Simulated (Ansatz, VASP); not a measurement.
**Two plane-wave programs on NaH**

The input POSCAR:

```
NaH
1.0
    0.0000000000      2.3975122885      2.3016117969
    2.3975122885      0.0000000000      2.3016117969
    2.3975122885      2.3975122885      0.0000000000
Na H
1 1
Direct
    0.0000000000      0.0000000000      0.0000000000
    0.5000000000      0.5000000000      0.5000000000
```

Contents of INCAR.step1:

```
SYSTEM = NaH
  PREC = Accurate
  ENCUT = 520
  ISMEAR = 0
  SIGMA = 0.01
  LREAL = .FALSE.
  LASPH = .TRUE.
  NELM = 100
  NBANDS = 11
  GGA = PE
  ALGO = Normal
  EDIFF = 1E-4
  LWAVE = .TRUE.
  LCHARG = .FALSE.
```

Contents of INCAR.step2:

```
SYSTEM = NaH
  PREC = Accurate
  ENCUT = 520
  EDIFF = 1E-6
  ISMEAR = 0
  SIGMA = 0.01
  LREAL = .FALSE.
  LASPH = .TRUE.
  NELM = 100
  ALGO = Normal
  ISIF = 2
  LWAVE = .FALSE.
  LCHARG = .FALSE.
  METAGGA = R2SCAN
  LMIXTAU = .TRUE.
  NBANDS = 11
  ISTART = 1
```

KPOINTS

```
regular mesh
0
G
  10 10 10
  0 0 0
```

Input for Ansatz:

```yaml
crystal:
  lattice:
    - [0.0, 2.3975122885, 2.3016117969]
    - [2.3975122885, 0.0, 2.3016117969]
    - [2.3975122885, 2.3975122885, 0.0]
  atoms:
    - { symbol: Na, position: [0.0, 0.0, 0.0] }
    - { symbol: H, position: [0.5, 0.5, 0.5] }
kpoints:
  mp_grid: { grid: [10, 10, 10] }
  band_path:
    path:
      - [0.0, 0.0, 0.0]
      - [0.5, 0.0, 0.5]
      - [0.625, 0.25, 0.625]
      - [0.375, 0.375, 0.75]
      - [0.5, 0.5, 0.5]
      - [0.5, 0.25, 0.75]
      - [0.296875, -0.5, -0.203125]
      - [0.0, 0.0, 0.5]
    npoints: 1
hamiltonian:
  xc: r2scan
scf:
  occupations: { method: fixed }
  n_extra_bands: 4
output:
  forces: true
  stress: true
  eigenvalues: true
```

Change from the starting cell: uniaxial_z strain -4.0%.

Alike in both runs: task single point; functional r2SCAN; k mesh 10 × 10 × 10; no spin polarisation.

```csv
,VASP,Ansatz
version,VASP 6.6.1,Ansatz 0.2.0
potentials or method,"VASP PAW PBE potentials, release 64 (Na_pv, H)","plane waves, PAW"
plane-wave cutoff (eV),520,500
occupations,"gaussian, width 0.01 eV",fixed
valence electrons in the cell,8,10
```

|  | VASP | Ansatz | Ansatz less VASP |
| --- | --- | --- | --- |
| gap on the k mesh at the Fermi level (eV) | 4.46 | 4.45 | -0.013 |
| pressure (GPa) | 0.8 | 1.1 | +0.36 |
| traceless stress, the component that is largest in VASP (GPa) | 1.25 | 1.25 | -0.003 |

VASP's potentials were made for PBE, not for r2SCAN. VASP's potentials hold 8 valence electrons a cell and Ansatz's 10, so a difference there can come from the potentials and not from the codes.
